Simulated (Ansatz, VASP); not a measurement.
Two plane-wave programs on TiC

```
CELL_PARAMETERS angstrom
0.00000 2.25056 2.16400
2.07744 0.00000 2.16400
2.07744 2.25056 0.00000
ATOMIC_POSITIONS crystal
Ti 0.00000 0.00000 0.00000
C 0.50000 0.50000 0.50000
```

Change from the starting cell: strain -0.0400 x Voigt [1, -1, 0, 0, 0, 0], atoms carried along.

Alike in both runs: task single point; functional PBEsol; k mesh 18 × 18 × 18; occupations gaussian, width 0.15 eV; no spin polarisation.

|  | VASP | Ansatz |
| --- | --- | --- |
| version | VASP 6.6.1 | Ansatz 0.2.0 |
| potentials or method | VASP PAW PBE potentials, release 64 (Ti_sv, C), cutoff 520 eV | scalar-relativistic, plane waves, PAW |
| valence electrons in the cell | 16 | 16 |

```csv
,VASP,Ansatz,Ansatz less VASP
gap on the k mesh at the Fermi level (eV),none,none,-
pressure (GPa),-3.2,-3.4,-0.25
"traceless stress, the component that is largest in VASP (GPa)",17.17,17.13,-0.050
```

VASP's potentials were made for PBE, not for PBEsol. A gap of «none» marks a metal or a gap that the smearing closes. The functional is the same, so the differences come from potentials, cutoffs and numerics.
